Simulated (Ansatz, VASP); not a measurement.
In in VASP and in Ansatz

```
In
1.0
    -1.71774    1.71774    2.55954
     1.71774   -1.71774    2.55954
     1.67248    1.67248   -2.55954
In
1
Direct
  0.00000 0.00000 0.00000
```

Change from the starting cell: engineering shear strain xy -0.0267, normal strain along z +0.0700.

Alike in both runs: task single point; functional PBE; k mesh 18 × 18 × 18; occupations gaussian, width 0.15 eV; no spin polarisation.

|  | VASP | Ansatz |
| --- | --- | --- |
| version | VASP 6.6.1 | Ansatz 0.2.0 |
| potentials or method | VASP PAW PBE potentials, release 64 (In_d), cutoff 520 eV | scalar-relativistic, plane waves, PAW |
| valence electrons in the cell | 13 | 13 |

Ansatz gave:

```
gap on the k mesh at the Fermi level (eV) : none
pressure (GPa)                            : -2.0
```

Problem. What did VASP give for the same quantities?

Solution. gap on the k mesh at the Fermi level (eV): none; pressure (GPa): -2.1.

A gap of «none» marks a metal or a gap that the smearing closes.
